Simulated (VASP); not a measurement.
Write the native input for VASP 6.6.1 that does the following.

| Item | Value |
| --- | --- |
| Task | single point |
| Functional | PBE |
| Potentials or basis | VASP PAW PBE potentials, release 64 (La, P, Ga_d) |
| Cutoff | 520 eV |
| k mesh | 8 × 8 × 8 |
| Occupations | fermi-dirac, width 0.02 eV |
| Spin | no spin polarisation |
| Dipole correction | no |
| Further INCAR settings | ALGO = Normal; EDIFF = 1e-06; NBANDS = 34 |

The structure of La2GaP3 lies in POSCAR:

```
La2GaP3
1.0
   -2.1202750102      2.1202750102      8.7275094616
    2.1202750102     -2.1202750102      8.7275094616
    2.1202750102      2.1202750102     -8.7275094616
La P Ga
2 3 1
Direct
    0.8375016973      0.8375016973      0.0000000000
    0.1624983027      0.1624983027      0.0000000000
    0.6605928114      0.6605928114      0.0000000000
    0.0000000000      0.0000000000      0.0000000000
    0.3394071886      0.3394071886      0.0000000000
    0.5000000000      0.5000000000      0.0000000000
```

The input as run:

INCAR

```
PREC = Accurate ; ENCUT = 520
EDIFF = 1E-6 ; ISMEAR = -1
SIGMA = 0.02 ; LREAL = False
LASPH = True ; NELM = 60
ALGO = Normal ; ISIF = 2
LWAVE = False ; LCHARG = False
GGA = PE ; NBANDS = 34
```

KPOINTS

```
regular mesh
0
Gamma
  8 8 8
```

Potentials or basis: VASP PAW PBE potentials, release 64 (La, P, Ga_d).

The run is started by

```sh
$ cat potpaw_PBE.64/La/POTCAR potpaw_PBE.64/P/POTCAR potpaw_PBE.64/Ga_d/POTCAR > POTCAR
$ mpirun -np 1 vasp_std > vasp.out
```

It gave:

The pressure is -1.9 GPa. The largest force is 0.048 eV/Å and the band gap on the k mesh is zero (bands 25 and 26 overlap by 0.13 eV).

Caveat: semilocal functionals underestimate gaps, and a narrow one can read as zero; spin-orbit coupling is left out, which moves the levels of the heavy elements.

It took 18 min on 1 thread of Intel(R) Xeon(R) 6975P-C (Granite Rapids), on a shared host, peak memory 0.93 GiB.
